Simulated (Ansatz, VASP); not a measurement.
**Two plane-wave programs on C**

```
C
1.0
     2.60880    0.00000    0.00000
    -1.30440    2.25929    0.00000
     0.00000    0.00000   12.73980
C
12
Direct
  0.00000 0.00000 0.18686
  0.00000 0.00000 0.68686
  0.00000 0.00000 0.31314
  0.00000 0.00000 0.81314
  0.33333 0.66667 0.52077
  0.66667 0.33333 0.02077
  0.33333 0.66667 0.97923
  0.66667 0.33333 0.47923
  0.33333 0.66667 0.64510
  0.66667 0.33333 0.14510
  0.33333 0.66667 0.85490
  0.66667 0.33333 0.35490
```

Alike in both runs: task single point; functional PBE; k mesh 12 × 12 × 2; occupations gaussian, width 0.05 eV; no spin polarisation.

|  | VASP | Ansatz |
| --- | --- | --- |
| version | VASP 6.6.1 | Ansatz 0.2.0 |
| potentials or method | VASP PAW PBE potentials, release 64 (C), cutoff 520 eV | scalar-relativistic, plane waves, PAW |
| valence electrons in the cell | 48 | 48 |

VASP gave:

* gap on the k mesh at the Fermi level (eV): 4.14
* least direct gap on the mesh (eV): 5.05
* rms of the force components (eV/Å): 0.015

Q: Which values does Ansatz return?

A: gap on the k mesh at the Fermi level (eV): 4.15; least direct gap on the mesh (eV): 5.06; rms of the force components (eV/Å): 0.016.

Atom by atom the forces differ by 0.001 eV/Å (rms over components).
